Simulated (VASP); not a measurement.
A run of VASP 6.6.1:

Contents of INCAR:

```
SYSTEM = V3MoSe8
  PREC = Accurate
  ENCUT = 520
  EDIFF = 1E-7
  ISMEAR = 0
  SIGMA = 0.1
  LREAL = .FALSE.
  LASPH = .TRUE.
  NELM = 150
  ALGO = Normal
  ISIF = 2
  LWAVE = .FALSE.
  LCHARG = .FALSE.
  ISPIN = 2
  MAGMOM = 2 2 2 1 0 0 0 0 0 0 0 0
  LORBIT = 11
  LMAXMIX = 4
  GGA = PE
  NBANDS = 66
```

File KPOINTS:

```
Automatic mesh
0
G
  6 6 1
  0 0 0
```

File POSCAR:

```
V3MoSe8
1.0
    3.3261276029      0.0000000027      0.0000000000
   -1.6630638038      2.8805109990      0.0000000000
    0.0000000000      0.0000000000     27.8662794733
V Mo Se
3 1 8
Direct
    0.0000000000      0.0000000000      0.7527900162
    0.0000000000      0.0000000000      0.0000000000
    0.0000000000      0.0000000000      0.2472099838
    0.0000000000      0.0000000000      0.5000000000
    0.3333333333      0.6666666667      0.8095938711
    0.3333333333      0.6666666667      0.0568034287
    0.3333333333      0.6666666667      0.3040260391
    0.3333333333      0.6666666667      0.5610202493
    0.6666666667      0.3333333333      0.9431965713
    0.6666666667      0.3333333333      0.1904061289
    0.6666666667      0.3333333333      0.4389797507
    0.6666666667      0.3333333333      0.6959739609
```

Potentials or basis: VASP PAW PBE potentials, release 64 (V_sv, Mo_sv, Se).

Run with:

```bash
$ cat potpaw_PBE.64/V_sv/POTCAR potpaw_PBE.64/Mo_sv/POTCAR potpaw_PBE.64/Se/POTCAR > POTCAR
$ mpirun -np 1 vasp_std > vasp.out
```

Hardware: 1 thread of Intel Xeon 8259CL, with other jobs on the host.

Q: Estimate the wall time of this run.

A: Wall time 43 min on 1 thread of Intel Xeon 8259CL, with other jobs on the host, peak memory 0.65 GiB. Counts: scf iterations 37, k points 7.
